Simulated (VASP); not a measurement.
LiBr:

```
Li Br
1.0
     0.00000    2.72269    2.72269
     2.72269    0.00000    2.72269
     2.72269    2.72269    0.00000
Li Br
1 1
Direct
  0.00000 0.00000 0.00000
  0.50000 0.50000 0.50000
```

Base run:

| Property | Result |
| --- | --- |
| Program | VASP 6.6.1 |
| Functional | PBEsol |
| Potentials or basis | VASP PAW PBE potentials, release 64 (Li_sv, Br) |
| Cutoff | 750 eV |
| k mesh | 6 × 6 × 6 |
| Occupations | gaussian, width 0.1 eV |
| Spin | no spin polarisation |

Its results: band gap on the k mesh 4.90 eV, direct; pressure -0.5 GPa.

Q: The run is repeated on the same cell with these changes: functional from PBEsol to BLYP; k mesh from 6 × 6 × 6 to 2 × 2 × 2. What comes out?

A: Band gap on the k mesh 5.11 eV, direct; pressure 8.1 GPa.

Several settings changed at once, so the effect can't be laid on one alone.

Caveats: some runs use coarse meshes; the PAW data sets were made with another functional, which shifts forces and pressure a little.

